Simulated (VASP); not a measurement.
Crystal: Ga4PN3.

```
N P Ga
1.0
     3.14910    0.00000    0.00000
     0.00000    3.14910    4.45351
     0.00000   -3.14910    4.45351
N P Ga
3 1 4
Direct
  0.00000 0.00000 0.00000
  0.50000 0.00000 0.50000
  0.50000 0.50000 0.00000
  0.00000 0.50000 0.50000
  0.50000 0.87500 0.87500
  0.00000 0.87500 0.37500
  0.00000 0.37500 0.87500
  0.50000 0.37500 0.37500
```

- Program: VASP 6.6.1
- Task: relaxation of cell and atoms
- Functional: PBE
- Potentials or basis: VASP PAW PBE potentials, release 64 (N, P, Ga_d)
- Cutoff: 600 eV
- k mesh: 8 × 4 × 4
- Occupations: fermi-dirac, width 0.02 eV
- Spin: no spin polarisation

At the start: pressure 56.5 GPa; volume 11.04 Å³/atom.

**Question.** How do energy, volume and symmetry change on relaxing?

**Answer.** Over 22 steps the energy falls by 624.3 meV/atom and the volume is 13.90 Å³/atom (+25.9 %); space group Amm2 (No. 38, to 0.05 Å).

The path:
```
step  energy change (eV)  largest force (eV/Å)  pressure (GPa)  volume (Å³)
   1              0.0000                8.6443           56.51        88.33
   2             -0.9580                2.4806          -18.55       148.05
   3             -4.9285                0.8885           -1.64       112.57
   4             -4.9555                0.7291           -0.04       111.14
   5             -4.9626                0.6582            1.42       109.95
   6             -4.9616                0.6458            0.89       110.41
   7             -4.9883                0.1218           -1.16       112.13
   8             -4.9889                0.1497           -0.81       111.90
   9             -4.9941                0.0782            0.15       111.03
  10             -4.9941                0.0631            0.05       111.09
  11             -4.9945                0.0187            0.08       111.11
  12             -4.9945                0.0124            0.07       111.12
  13             -4.9946                0.0134            0.07       111.12
  14             -4.9946                0.0033           -0.10       111.21
  15             -4.9946                0.0067            0.03       111.18
  16             -4.9946                0.0031           -0.06       111.19
  17             -4.9946                0.0083           -0.02       111.18
  18             -4.9946                0.0076            0.01       111.18
  19             -4.9946                0.0057           -0.01       111.18
  20             -4.9946                0.0038            0.04       111.17
  21             -4.9946                0.0053            0.02       111.17
  22             -4.9946                0.0028            0.00       111.17
```

Final structure:
```
CELL_PARAMETERS angstrom
3.39095 0.00000 0.00000
0.00000 3.41321 4.80276
0.00000 -3.41321 4.80276
ATOMIC_POSITIONS crystal
N 0.00000 0.00131 0.00131
N 0.50000 0.00013 0.49823
N 0.50000 0.49823 0.00013
P 0.00000 0.50203 0.50203
Ga 0.50000 0.87636 0.87636
Ga 0.00000 0.90551 0.36400
Ga 0.00000 0.36400 0.90551
Ga 0.50000 0.35243 0.35243
```

Caveat: the volume moved by over 15 % at a fixed basis, so the end points are rough.
